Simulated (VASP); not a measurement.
Crystal: AlN.

```xyz
2
Lattice="0.0000 2.1193 2.1193 2.1193 0.0000 2.1193 2.1193 2.1193 0.0000" Properties=species:S:1:pos:R:3 pbc="T T T"
Al    0.0000    0.0000    0.0000
N     1.0597    1.0597    1.0597
```

This cell differs from its parent crystal: strain -3.0%.

Base run:

| Item | Value |
| --- | --- |
| Program | VASP 6.6.1 |
| Functional | PBE |
| Potentials or basis | VASP PAW PBE potentials, release 64 (Al, N) |
| Cutoff | 520 eV |
| k mesh | 10 × 10 × 10 |
| Occupations | fermi-dirac, width 0.02 eV |
| Spin | no spin polarisation |

Its results: band gap on the k mesh 3.36 eV, indirect (least direct gap 5.02 eV); pressure 27.3 GPa.

Task: The run is repeated on the same cell with these changes: functional from PBE to r2SCAN; occupations from fermi-dirac, width 0.02 eV to gaussian, width 0.01 eV. What comes out?

Result: Band gap on the k mesh 4.00 eV, indirect (least direct gap 5.76 eV); pressure 22.6 GPa.

Caveats: the PAW data sets were made with another functional, which shifts forces and pressure a little (some runs).

A k mesh can miss the band edges.
